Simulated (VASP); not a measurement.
# Sc (Im-3m) in VASP: notebook

Sc is run at these levels: BLYP; tasks: single point, relaxation of cell and atoms.

Everything below comes from runs of VASP 6.6.1. Logs are shortened: lines on timing, memory, paths and dates and some standing lists are left out, and cuts for length are marked.

## (1) The cell of the first run

It takes space group Im-3m (No. 229, cubic). Conventional cell: a = 3.745 Å, b = 3.745 Å, c = 3.745 Å, α = 90.00°, β = 90.00°, γ = 90.00°. Sc (site symmetry m-3m) has 14 Sc at 3.24 to 3.74 Å within 4.3 Å.

## (2) Single point, BLYP (volume scaled by 1.04)

File INCAR:

```
PREC = Accurate ; ENCUT = 520
EDIFF = 1E-6 ; ISMEAR = -1
SIGMA = 0.1 ; LREAL = False
LASPH = True ; NELM = 60
ALGO = Normal ; ISIF = 2
LWAVE = False ; LCHARG = False
GGA = B5 ; ALDAX = 1.0
AGGAX = 1.0 ; AGGAC = 1.0
ALDAC = 0.0 ; NBANDS = 12
```

File KPOINTS:

```
regular mesh
0
Gamma
  14 14 14
```

File POSCAR:

```
Sc
1.0
   -1.8723193623      1.8723193623      1.8723193623
    1.8723193623     -1.8723193623      1.8723193623
    1.8723193623      1.8723193623     -1.8723193623
Sc
1
Direct
    0.0000000000      0.0000000000      0.0000000000
```

Potentials or basis: VASP PAW PBE potentials, release 64 (Sc_sv).

Run with:

```bash
$ cat potpaw_PBE.64/Sc_sv/POTCAR > POTCAR
$ mpirun -np 1 vasp_std > vasp.out
```

OUTCAR:

```text
PREC = Accurate
   ENCUT = 520
   EDIFF = 1E-6
   ISMEAR = -1
   LREAL = False
   LASPH = True
   NELM = 60
   ISIF = 2
   GGA = B5

 ion  position               nearest neighbor table
   1  0.000  0.000  0.000-

  LATTYP: Found a body centered cubic cell.
 ALAT       =     3.7446387246

  Lattice vectors:

 A1 = (  -1.8723193623,   1.8723193623,   1.8723193623)
 A2 = (   1.8723193623,  -1.8723193623,   1.8723193623)
 A3 = (   1.8723193623,   1.8723193623,  -1.8723193623)

Analysis of symmetry for initial positions (statically):
=====================================================================
 Subroutine PRICEL returns:
 Original cell was already a primitive cell.

 Routine SETGRP: Setting up the symmetry group for a
 body centered cubic supercell.

 Subroutine GETGRP returns: Found 48 space group operations
 (whereof 48 operations were pure point group operations)
 out of a pool of 48 trial point group operations.

The static configuration has the point symmetry O_h .

Analysis of symmetry for dynamics (positions and initial velocities):
=====================================================================
 Subroutine PRICEL returns:
 Original cell was already a primitive cell.

 Routine SETGRP: Setting up the symmetry group for a
 body centered cubic supercell.

 Subroutine GETGRP returns: Found 48 space group operations
 (whereof 48 operations were pure point group operations)
 out of a pool of 48 trial point group operations.

The dynamic configuration has the point symmetry O_h .

 Subroutine INISYM returns: Found 48 space group operations
 (whereof 48 operations are pure point group operations),
 and found     1 'primitive' translations

----------------------------------------------------------------------------------------

                                     Primitive cell

  volume of cell :      26.2543

  direct lattice vectors                    reciprocal lattice vectors
    -1.872319362  1.872319362  1.872319362     0.000000000  0.267048459  0.267048459
     1.872319362 -1.872319362  1.872319362     0.267048459  0.000000000  0.267048459
     1.872319362  1.872319362 -1.872319362     0.267048459  0.267048459  0.000000000

  length of vectors
     3.242952263  3.242952263  3.242952263     0.377663552  0.377663552  0.377663552

  position of ions in fractional coordinates (direct lattice)
     0.000000000  0.000000000  0.000000000

  ion indices of the primitive-cell ions
   primitive index   ion index
                 1           1

----------------------------------------------------------------------------------------

 KPOINTS: regular mesh

Automatic generation of k-mesh.
 Grid dimensions read from file:
 generate k-points for:   14   14   14

 Generating k-lattice:

  Cartesian coordinates                     Fractional coordinates (reciprocal lattice)
     0.000000000  0.019074890  0.019074890     0.071428571  0.000000000  0.000000000
     0.019074890  0.000000000  0.019074890     0.000000000  0.071428571  0.000000000
     0.019074890  0.019074890  0.000000000     0.000000000  0.000000000  0.071428571

  Length of vectors
     0.026975968  0.026975968  0.026975968

  Shift w.r.t. Gamma in fractional coordinates (k-lattice)
     0.000000000  0.000000000  0.000000000

 Subroutine IBZKPT returns following result:
 ===========================================

 Found    104 irreducible k-points:

 Following reciprocal coordinates:
            Coordinates               Weight
  0.000000  0.000000  0.000000      1.000000
  0.071429  0.000000  0.000000     12.000000
  0.142857  0.000000  0.000000     12.000000
  0.214286  0.000000  0.000000     12.000000
  0.285714  0.000000  0.000000     12.000000
  0.357143  0.000000  0.000000     12.000000
[... 16 lines left out ...]
  0.285714  0.285714  0.000000     24.000000
  0.357143  0.285714  0.000000     24.000000
 [... further k-points ...]
   k-points           NKPTS =    104   k-points in BZ     NKDIM =    104   number of bands    NBANDS=     12
   number of dos      NEDOS =    301   number of ions     NIONS =      1
   total plane-waves  NPLWV =  13824
   dimension x,y,z NGX =    24 NGY =   24 NGZ =   24
   dimension x,y,z NGXF=    48 NGYF=   48 NGZF=   48
   ions per type =               1
   NGX,Y,Z   is equivalent  to a cutoff of  12.30, 12.30, 12.30 a.u.
   NGXF,Y,Z  is equivalent  to a cutoff of  24.61, 24.61, 24.61 a.u.
 SYSTEM =  unknown system
   PREC   = accura    normal or accurate (medium, high low for compatibility)
   ISTART =      0    job   : 0-new  1-cont  2-samecut
   ICHARG =      2    charge: 1-file 2-atom 10-const
   ISPIN  =      1    spin polarized calculation?
   LNONCOLLINEAR =      F non collinear calculations
   LSORBIT =      F    spin-orbit coupling
   LASPH  =      T    aspherical Exc in radial PAW
   ENCUT  =  520.0 eV  38.22 Ry    6.18 a.u.   6.03  6.03  6.03*2*pi/ulx,y,z
   NELM   =     60;   NELMIN=  2; NELMDL= -5     # of ELM steps
   EDIFF  = 0.1E-05   stopping-criterion for ELM
   LREAL  =      F    real-space projection
   EDIFFG = 0.1E-04   stopping-criterion for IOM
   NSW    =      0    number of steps for IOM
   IBRION =     -1    ionic relax: 0-MD 1-quasi-New 2-CG
   NFREE  =      0    steps in history (QN), initial steepest desc. (CG)
   ISIF   =      2    stress and relaxation
   ISYM   =      2    0-nonsym 1-usesym 2-fastsym
   POTIM  = 0.5000    time-step for ionic-motion
   TEBEG  =    0.0;   TEEND  =   0.0 temperature during run
   PSTRESS=    0.0 pullay stress
   NELECT =      11.0000    total number of electrons
   NUPDOWN=      -1.0000    fix difference up-down
   EMIN   =  10.00;   EMAX   =-10.00  energy-range for DOS
   EFERMI =   0.00;   METHOD = LEGACY
   ISMEAR =    -1;   SIGMA  =   0.10  broadening in eV -4-tet -1-fermi 0-gaus
   EFERMI_NEDOS =   21; number of points for ismear=-14 and -15
   IALGO  =     38    algorithm
   IMIX   =      4    mixing-type and parameters
     AMIX     =   0.40;   BMIX     =  1.00
     AMIX_MAG =   1.60;   BMIX_MAG =  1.00
  volume/ion in A,a.u.               =      26.25       177.17
  Fermi-wavevector in a.u.,A,eV,Ry     =   1.225009  2.314931 20.417529  1.500646
  Thomas-Fermi vector in A             =   2.360062
   LORBIT       =      0    0 simple, 1 ext, 2 COOP (PROOUT), +10 PAW based schemes
   GGA     = B5    functional components
   LHFCALC =     F    Hartree Fock is set to
   AEXX    =    0.0000 exact exchange contribution
   IVDW    =     0    specifies the selected vdW correction
   LEPSILON=     F    determine dielectric tensor
   LRPA    =     F    only Hartree local field effects (RPA)
 non-spin polarized calculation
  energy-cutoff  :      520.00
  volume of cell :       26.25
 maximum number of plane-waves:       718
   NGX = 13   NGY = 13   NGZ = 13

 number of electron      10.9999996 magnetization

 Free energy of the ion-electron system (eV)
  ---------------------------------------------------
  ext. energy  EPLUGINS =         0.00000000
  ---------------------------------------------------
  free energy    TOTEN  =        -5.26293441 eV

  energy without entropy =       -5.17684383  energy(sigma->0) =       -5.21988912

 E-fermi :   3.8589     XC(G=0):  -9.1523

 val. band max:        3.8520091590   @ k =   0.2857   0.1429   0.1429
 cond. band min:       3.8730271245   @ k =  -0.3571   0.3571   0.2143
 fundamental gap:      0.0210179656
 Fermi energy:         3.8588946792

 k-point     1 :       0.0000    0.0000    0.0000
  band No.  band energies     occupation
      1     -45.7120      2.00000
      2     -24.2999      2.00000
      3     -24.2999      2.00000
      4     -24.2999      2.00000
      5      -1.1368      2.00000
      6       5.1501      0.00000
      7       5.1501      0.00000
      8       5.1501      0.00000
      9       6.3964      0.00000
     10       6.3964      0.00000
     11      17.7168      0.00000
     12      17.7168      0.00000

 k-point     2 :       0.0714    0.0000    0.0000
  band No.  band energies     occupation
      1     -45.7096      2.00000
      2     -24.3161      2.00000
      3     -24.3051      2.00000
      4     -24.2999      2.00000
      5      -1.0073      2.00000
      6       5.0901      0.00001
      7       5.1284      0.00001
      8       5.2418      0.00000
      9       6.3284      0.00000
     10       6.4005      0.00000
     11      17.4413      0.00000
     12      17.6776      0.00000

 k-point     3 :       0.1429    0.0000    0.0000
  band No.  band energies     occupation
      1     -45.7028      2.00000
      2     -24.3614      2.00000
      3     -24.3197      2.00000
      4     -24.3000      2.00000
      5      -0.6292      2.00000
      6       4.9275      0.00005
      7       5.0223      0.00002
      8       5.5089      0.00000
      9       6.2050      0.00000
     10       6.4164      0.00000
     11      16.5379      0.00000
     12      17.3400      0.00000
[... 286 lines left out ...]
 k-point    23 :       0.2857    0.2857    0.0000
  band No.  band energies     occupation
      1     -45.6585      2.00000
      2     -24.5548      2.00000
      3     -24.4694      2.00000
      4     -24.3372      2.00000
      5       3.0137      1.99957
      6       3.6563      1.76704
      7       4.0115      0.35707
      8       6.4014      0.00000
      9       6.6699      0.00000
     10       8.7138      0.00000
     11      10.6429      0.00000
     12      11.1019      0.00000

 k-point    24 :       0.3571    0.2857    0.0000
  band No.  band energies     occupation
      1     -45.6570      2.00000
      2     -24.5423      2.00000
      3     -24.4932      2.00000
      4     -24.3389      2.00000
      5       3.3008      1.99249
      6       3.7038      1.65000
      7       3.7808      1.37158
      8       6.4834      0.00000
      9       6.6512      0.00000
     10       9.3523      0.00000
     11       9.9960      0.00000
     12      10.6889      0.00000

 [... further k-points ...]
[... 5 lines left out ...]
  --------------------------------------------------------------------------------------
  -------------------------------------------------------------------------------------
  Total       -0.3042381     -0.3042381     -0.3042381      0.0000000     -0.0000000      0.0000000
  in kB      -18.5662613    -18.5662613    -18.5662613      0.0000000     -0.0000000      0.0000000
  external PRESSURE =     -18.5662613 kB  Pullay stress =       0.0000000 kB

 VOLUME and BASIS-vectors are now :
 -----------------------------------------------------------------------------
  energy-cutoff  :      520.00
  volume of cell :       26.25
      direct lattice vectors                 reciprocal lattice vectors
    -1.872319362  1.872319362  1.872319362     0.000000000  0.267048459  0.267048459
     1.872319362 -1.872319362  1.872319362     0.267048459  0.000000000  0.267048459
     1.872319362  1.872319362 -1.872319362     0.267048459  0.267048459  0.000000000

 POSITION                                       TOTAL-FORCE (eV/Angst)
 -----------------------------------------------------------------------------------
      0.00000      0.00000      0.00000        -0.000000     -0.000000     -0.000000
 -----------------------------------------------------------------------------------
    total drift:                               -0.000000      0.000000      0.000000

  FREE ENERGIE OF THE ION-ELECTRON SYSTEM (eV)
  ---------------------------------------------------
  free  energy   TOTEN  =        -5.2629344079 eV

  energy  without entropy=       -5.1768438340  energy(sigma->0) =       -5.21988912
```

It took 28 s on 1 thread of AMD EPYC 9R14 (Zen 4), shared host; peak memory 0.12 GiB.

What came out:

```yaml
Free_energy: -5.2629 eV
Pressure: -1.9 GPa
```

Levels at points of the mesh, in eV from the Fermi level:
```csv
k point,band 3,band 4,band 5,band 6,band 7,band 8
"(0.00, 0.00, 0.00)",-28.16,-28.16,-5.00,1.29,1.29,1.29
"(0.50, 0.00, 0.00)",-28.26,-28.16,-1.67,0.24,0.49,2.51
"(0.50, 0.50, 0.50)",-28.38,-28.38,-1.13,-1.13,3.47,3.47
```

Caveat: the PAW data sets were made with another functional, which shifts forces and pressure a little.

## (3) Single point, BLYP (volume scaled by 1.08)

File INCAR:

```
SYSTEM = Sc
PREC     = Accurate       ! precision mode
ENCUT    = 520            ! plane-wave cutoff, eV
EDIFF    = 1E-7           ! SCF threshold, eV
ISMEAR   = -1             ! smearing method
SIGMA    = 0.1            ! smearing width, eV
LREAL    = .False.        ! projectors in reciprocal space
LASPH    = .True.         ! aspherical terms in the spheres
NELM     = 80             ! most SCF steps
ALGO     = Normal         ! electronic algorithm
ISIF     = 2              ! what is computed and relaxed
LWAVE    = .False.        ! write WAVECAR
LCHARG   = .False.        ! write CHGCAR
GGA      = B5             ! functional
ALDAX    = 1.0          
AGGAX    = 1.0          
AGGAC    = 1.0          
ALDAC    = 0.0          
NBANDS   = 12             ! bands
```

File KPOINTS:

```
Automatic mesh
0
Gamma
  14 14 14
  0 0 0
```

File POSCAR:

```
Sc
1.0
   -1.8960221236      1.8960221236      1.8960221236
    1.8960221236     -1.8960221236      1.8960221236
    1.8960221236      1.8960221236     -1.8960221236
Sc
1
Direct
    0.0000000000      0.0000000000      0.0000000000
```

Potentials or basis: VASP PAW PBE potentials, release 64 (Sc_sv).

Run with:

```bash
$ cat potpaw_PBE.64/Sc_sv/POTCAR > POTCAR
$ mpirun -np 1 vasp_std > vasp.out
```

OUTCAR:

```text
SYSTEM = Sc
   PREC = Accurate
   ENCUT = 520
   EDIFF = 1E-7
   ISMEAR = -1
   LREAL = .False.
   LASPH = .True.
   NELM = 80
   ISIF = 2
   GGA = B5

 ion  position               nearest neighbor table
   1  0.000  0.000  0.000-

  LATTYP: Found a body centered cubic cell.
 ALAT       =     3.7920442472

  Lattice vectors:

 A1 = (  -1.8960221236,   1.8960221236,   1.8960221236)
 A2 = (   1.8960221236,  -1.8960221236,   1.8960221236)
 A3 = (   1.8960221236,   1.8960221236,  -1.8960221236)

Analysis of symmetry for initial positions (statically):
[... 528 lines left out ...]
      5       3.1031      1.99112
      6       3.4843      1.66416
      7       3.5727      1.34339
      8       6.1542      0.00000
      9       6.3126      0.00000
     10       8.9041      0.00000
     11       9.4876      0.00000
     12      10.1953      0.00000

 [... further k-points ...]
[... 5 lines left out ...]
  --------------------------------------------------------------------------------------
  -------------------------------------------------------------------------------------
  Total       -0.5775826     -0.5775826     -0.5775826     -0.0000000      0.0000000      0.0000000
  in kB      -33.9417691    -33.9417691    -33.9417691     -0.0000000      0.0000000      0.0000000
  external PRESSURE =     -33.9417691 kB  Pullay stress =       0.0000000 kB

 VOLUME and BASIS-vectors are now :
 -----------------------------------------------------------------------------
  energy-cutoff  :      520.00
  volume of cell :       27.26
      direct lattice vectors                 reciprocal lattice vectors
    -1.896022124  1.896022124  1.896022124     0.000000000  0.263710003  0.263710003
     1.896022124 -1.896022124  1.896022124     0.263710003  0.000000000  0.263710003
     1.896022124  1.896022124 -1.896022124     0.263710003  0.263710003  0.000000000

 POSITION                                       TOTAL-FORCE (eV/Angst)
 -----------------------------------------------------------------------------------
      0.00000      0.00000      0.00000        -0.000000      0.000000     -0.000000
 -----------------------------------------------------------------------------------
    total drift:                               -0.000000      0.000000      0.000000

  FREE ENERGIE OF THE ION-ELECTRON SYSTEM (eV)
  ---------------------------------------------------
  free  energy   TOTEN  =        -5.2465890174 eV

  energy  without entropy=       -5.1578247016  energy(sigma->0) =       -5.20220686
```

It took 30 s on 1 thread of AMD EPYC 9R14 (Zen 4), shared host; peak memory 0.12 GiB.

Results:

* Free energy: -5.2466 eV
* Pressure: -3.4 GPa

Caveat: the PAW data sets were made with another functional, which shifts forces and pressure a little.

[end of part 1 of 2]
